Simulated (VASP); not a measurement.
# TiBeB (P-6m2) in VASP: single point with LDA

Aim: the single point of TiBeB with LDA.

Program: VASP 6.6.1. These are calculated values, not measurements. Logs are shortened: lines on timing, memory, paths and dates and some standing lists are left out, and cuts for length are marked.

## Step 1: The cell of the first run

The structure is hexagonal, space group P-6m2 (No. 187). The conventional cell has a = 3.278 Å, b = 3.278 Å, c = 3.143 Å, α = 90.00°, β = 90.00°, γ = 120.00°. Within 3.2 Å of Ti (site symmetry -6m2) lie 6 Be at 2.46 Å and 6 B at 2.46 Å and 2 Ti at 3.14 Å. Be (site symmetry -6m2) has 3 B at 1.89 Å and 6 Ti at 2.46 Å within 2.5 Å. Within 2.5 Å of B (site symmetry -6m2) lie 3 Be at 1.89 Å and 6 Ti at 2.46 Å.

## Step 2: Single point, LDA

The input, INCAR:

```
SYSTEM = TiBeB
ALGO = Normal
EDIFF = 1E-6
ENCUT = 520
ISIF = 2
ISMEAR = -1
LASPH = .TRUE.
LCHARG = .TRUE.
LELF = .TRUE.
LREAL = .FALSE.
LVHAR = .TRUE.
LWAVE = .FALSE.
NBANDS = 16
NELM = 60
PREC = Accurate
SIGMA = 0.1
```

The input, KPOINTS:

```
k-points
0
G
  11 11 10
  0 0 0
```

The input, POSCAR:

```
TiBeB
1.0
    3.2782370000      0.0000000000      0.0000000000
   -1.6391185000      2.8390365216      0.0000000000
    0.0000000000      0.0000000000      3.1429130000
Ti Be B
1 1 1
Direct
    0.3333330000      0.6666670000      0.0000000000
    0.6666670000      0.3333330000      0.5000000000
    0.0000000000      0.0000000000      0.5000000000
```

Potentials or basis: VASP PAW LDA potentials, release 64 (Ti_sv, Be, B).

Started as:

```console
$ cat potpaw_LDA.64/Ti_sv/POTCAR potpaw_LDA.64/Be/POTCAR potpaw_LDA.64/B/POTCAR > POTCAR
$ mpirun -np 1 vasp_std > vasp.out
```

OUTCAR:

```text
SYSTEM = TiBeB
   EDIFF = 1E-6
   ENCUT = 520
   ISIF = 2
   ISMEAR = -1
   LASPH = .TRUE.
   LREAL = .FALSE.
   NELM = 60
   PREC = Accurate

 ion  position               nearest neighbor table
   1  0.333  0.667  0.000-   2 2.46   2 2.46   3 2.46   3 2.46   2 2.46   2 2.46   3 2.46   3 2.46
                             3 2.46   3 2.46   2 2.46   2 2.46
   2  0.667  0.333  0.500-   3 1.89   3 1.89   3 1.89   1 2.46   1 2.46   1 2.46   1 2.46   1 2.46
                             1 2.46
   3  0.000  0.000  0.500-   2 1.89   2 1.89   2 1.89   1 2.46   1 2.46   1 2.46   1 2.46   1 2.46
                             1 2.46

  LATTYP: Found a hexagonal cell.
 ALAT       =     3.2782370000
 C/A-ratio  =     0.9587204952

  Lattice vectors:

 A1 = (   3.2782370000,   0.0000000000,   0.0000000000)
 A2 = (  -1.6391185000,   2.8390365216,   0.0000000000)
 A3 = (   0.0000000000,   0.0000000000,   3.1429130000)

Analysis of symmetry for initial positions (statically):
=====================================================================
 Subroutine PRICEL returns:
 Original cell was already a primitive cell.

 Routine SETGRP: Setting up the symmetry group for a
 hexagonal supercell.

 Subroutine GETGRP returns: Found 12 space group operations
 (whereof 12 operations were pure point group operations)
 out of a pool of 24 trial point group operations.

The static configuration has the point symmetry D_3h.

Analysis of symmetry for dynamics (positions and initial velocities):
=====================================================================
 Subroutine PRICEL returns:
 Original cell was already a primitive cell.

 Routine SETGRP: Setting up the symmetry group for a
 hexagonal supercell.

 Subroutine GETGRP returns: Found 12 space group operations
 (whereof 12 operations were pure point group operations)
 out of a pool of 24 trial point group operations.

The dynamic configuration has the point symmetry D_3h.

 Subroutine INISYM returns: Found 12 space group operations
 (whereof 12 operations are pure point group operations),
 and found     1 'primitive' translations

----------------------------------------------------------------------------------------

                                     Primitive cell

  volume of cell :      29.2512

  direct lattice vectors                    reciprocal lattice vectors
     3.278237000  0.000000000  0.000000000     0.305042009  0.176116086  0.000000000
[... 83 lines left out ...]
   LNONCOLLINEAR =      F non collinear calculations
   LSORBIT =      F    spin-orbit coupling
   LASPH  =      T    aspherical Exc in radial PAW
   ENCUT  =  520.0 eV  38.22 Ry    6.18 a.u.   6.10  6.10  5.84*2*pi/ulx,y,z
   NELM   =     60;   NELMIN=  2; NELMDL= -5     # of ELM steps
   EDIFF  = 0.1E-05   stopping-criterion for ELM
   LREAL  =      F    real-space projection
   EDIFFG = 0.1E-04   stopping-criterion for IOM
   NSW    =      0    number of steps for IOM
   IBRION =     -1    ionic relax: 0-MD 1-quasi-New 2-CG
   NFREE  =      0    steps in history (QN), initial steepest desc. (CG)
   ISIF   =      2    stress and relaxation
   ISYM   =      2    0-nonsym 1-usesym 2-fastsym
   POTIM  = 0.5000    time-step for ionic-motion
   TEBEG  =    0.0;   TEEND  =   0.0 temperature during run
   PSTRESS=    0.0 pullay stress
   NELECT =      17.0000    total number of electrons
   NUPDOWN=      -1.0000    fix difference up-down
   EMIN   =  10.00;   EMAX   =-10.00  energy-range for DOS
   EFERMI =   0.00;   METHOD = LEGACY
   ISMEAR =    -1;   SIGMA  =   0.10  broadening in eV -4-tet -1-fermi 0-gaus
   EFERMI_NEDOS =   21; number of points for ismear=-14 and -15
   IALGO  =     38    algorithm
   IMIX   =      4    mixing-type and parameters
     AMIX     =   0.40;   BMIX     =  1.00
     AMIX_MAG =   1.60;   BMIX_MAG =  1.00
  volume/ion in A,a.u.               =       9.75        65.80
  Fermi-wavevector in a.u.,A,eV,Ry     =   1.366186  2.581718 25.394796  1.866465
  Thomas-Fermi vector in A             =   2.492349
   LORBIT       =      0    0 simple, 1 ext, 2 COOP (PROOUT), +10 PAW based schemes
   GGA     = CA    functional components
   LHFCALC =     F    Hartree Fock is set to
   AEXX    =    0.0000 exact exchange contribution
   IVDW    =     0    specifies the selected vdW correction
   LEPSILON=     F    determine dielectric tensor
   LRPA    =     F    only Hartree local field effects (RPA)
 non-spin polarized calculation
  energy-cutoff  :      520.00
  volume of cell :       29.25
 maximum number of plane-waves:       814
   NGX = 13   NGY = 13   NGZ = 11

 number of electron      16.9999995 magnetization

 Free energy of the ion-electron system (eV)
  ---------------------------------------------------
  ext. energy  EPLUGINS =         0.00000000
  ---------------------------------------------------
  free energy    TOTEN  =       -21.92919742 eV

  energy without entropy =      -21.88497826  energy(sigma->0) =      -21.90708784

 E-fermi :   7.4249     XC(G=0): -12.0531

 val. band max:        7.4079873816   @ k =   0.2727   0.2727   0.2000
 cond. band min:       7.4280949557   @ k =   0.3636   0.2727   0.0000
 fundamental gap:      0.0201075741
 Fermi energy:         7.4248721668

 k-point     1 :       0.0000    0.0000    0.0000
  band No.  band energies     occupation
      1     -48.1099      2.00000
      2     -24.6793      2.00000
      3     -24.6649      2.00000
      4     -24.6649      2.00000
      5      -2.3342      2.00000
      6       6.3485      1.99996
[... 433 lines left out ...]
      3     -24.6878      2.00000
      4     -24.6860      2.00000
      5      -1.3256      2.00000
      6       4.8503      2.00000
[... 8 lines left out ...]
     15      16.7394      0.00000
     16      17.6875      0.00000

 [... further k-points ...]
[... 5 lines left out ...]
  --------------------------------------------------------------------------------------
  -------------------------------------------------------------------------------------
  Total       -1.5116979     -1.5116979     -1.5428274     -0.0000000      0.0000000      0.0000000
  in kB      -82.8003011    -82.8003011    -84.5053570     -0.0000000      0.0000000      0.0000000
  external PRESSURE =     -83.3686531 kB  Pullay stress =       0.0000000 kB

 VOLUME and BASIS-vectors are now :
 -----------------------------------------------------------------------------
  energy-cutoff  :      520.00
  volume of cell :       29.25
      direct lattice vectors                 reciprocal lattice vectors
     3.278237000  0.000000000  0.000000000     0.305042009  0.176116086  0.000000000
    -1.639118500  2.839036522  0.000000000     0.000000000  0.352232172  0.000000000
     0.000000000  0.000000000  3.142913000     0.000000000  0.000000000  0.318176163

 POSITION                                       TOTAL-FORCE (eV/Angst)
 -----------------------------------------------------------------------------------
     -0.00000      1.89269      0.00000         0.000000     -0.000000      0.000000
      1.63912      0.94634      1.57146        -0.000000      0.000000      0.000000
      0.00000      0.00000      1.57146        -0.000000      0.000000      0.000000
 -----------------------------------------------------------------------------------
    total drift:                                0.003117     -0.001800      0.000000

  FREE ENERGIE OF THE ION-ELECTRON SYSTEM (eV)
  ---------------------------------------------------
  free  energy   TOTEN  =       -21.9291974235 eV

  energy  without entropy=      -21.8849782631  energy(sigma->0) =      -21.90708784
```

It took 13 s on 1 thread of Intel Xeon 6975P-C (Granite Rapids), shared host; peak memory 0.16 GiB.

What came out:

```yaml
Free_energy: -21.9292 eV
Pressure: -8.3 GPa
```

Stress tensor (GPa, compression positive):
```
-8.28  0.00  0.00
 0.00 -8.28  0.00
 0.00  0.00 -8.45
```
